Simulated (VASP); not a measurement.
A run of VASP 6.6.1:

File INCAR:

```
PREC = Accurate
ENCUT = 600
EDIFF = 1E-6
ISMEAR = 0
SIGMA = 0.1
LREAL = False
LASPH = True
NELM = 100
ALGO = Normal
ISIF = 3
LWAVE = False
LCHARG = False
GGA = PE
IBRION = 2
NSW = 90
EDIFFG = -0.04
```

KPOINTS

```
Automatic mesh
0
Gamma
  6 6 6
```

Contents of POSCAR:

```
SnW2N3
1.0
    5.2773998585      0.0000000000      0.0000000000
   -2.6386999292      4.5703623433      0.0000000000
    0.0000000000      0.0000000000      3.2135031444
Sn W N
1 2 3
Direct
    0.0000000000      0.0000000000      0.0000000000
    0.3333333333      0.6666666667      0.0000000000
    0.6666666667      0.3333333333      0.0000000000
    0.5000000000      0.0000000000      0.5000000000
    0.5000000000      0.5000000000      0.5000000000
    0.0000000000      0.5000000000      0.5000000000
```

Potentials or basis: VASP PAW PBE potentials, release 64 (Sn_d, W_sv, N).

Run with:

```console
$ cat potpaw_PBE.64/Sn_d/POTCAR potpaw_PBE.64/W_sv/POTCAR potpaw_PBE.64/N/POTCAR > POTCAR
$ mpirun -np 1 vasp_std > vasp.out
```

Hardware: 1 thread of Intel(R) Xeon(R) Platinum 8488C (Sapphire Rapids) (shared host).

Q: How long does it take, and how much memory?

A: Wall time 7.1 min on 1 thread of Intel(R) Xeon(R) Platinum 8488C (Sapphire Rapids), with other jobs on the host, peak memory 0.29 GiB. Counts: scf iterations 84, k points 28, ion steps 9.
